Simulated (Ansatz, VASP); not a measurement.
## Two plane-wave programs on Sc

```
Sc
1.0
     3.28936    0.00000    0.00000
    -1.64468    2.84867    0.00000
     0.00000    0.00000    5.26485
Sc
2
Cartesian
  0.0000 1.8991 1.3162
  1.6447 0.9496 3.9486
```

Alike in both runs: task single point; functional PBE; k mesh 6 × 6 × 4; occupations gaussian, width 0.1 eV; no spin polarisation.

|  | VASP | Ansatz |
| --- | --- | --- |
| version | VASP 6.6.1 | Ansatz 0.2.0 |
| potentials or method | VASP PAW PBE potentials, release 64 (Sc_sv), cutoff 500 eV | scalar-relativistic, plane waves, PAW |
| valence electrons in the cell | 22 | 22 |

```tsv
	VASP	Ansatz	Ansatz less VASP
gap on the k mesh at the Fermi level (eV)	none	none	-
pressure (GPa)	-0.1	-0.1	-0.01
traceless stress, the component that is largest in VASP (GPa)	-1.79	-1.78	+0.005
```

A gap of «none» marks a metal or a gap that the smearing closes. With one functional, cell and mesh, what is left measures potentials, basis and numerics.

The k mesh is coarse, so the values compare programs but aren't converged.
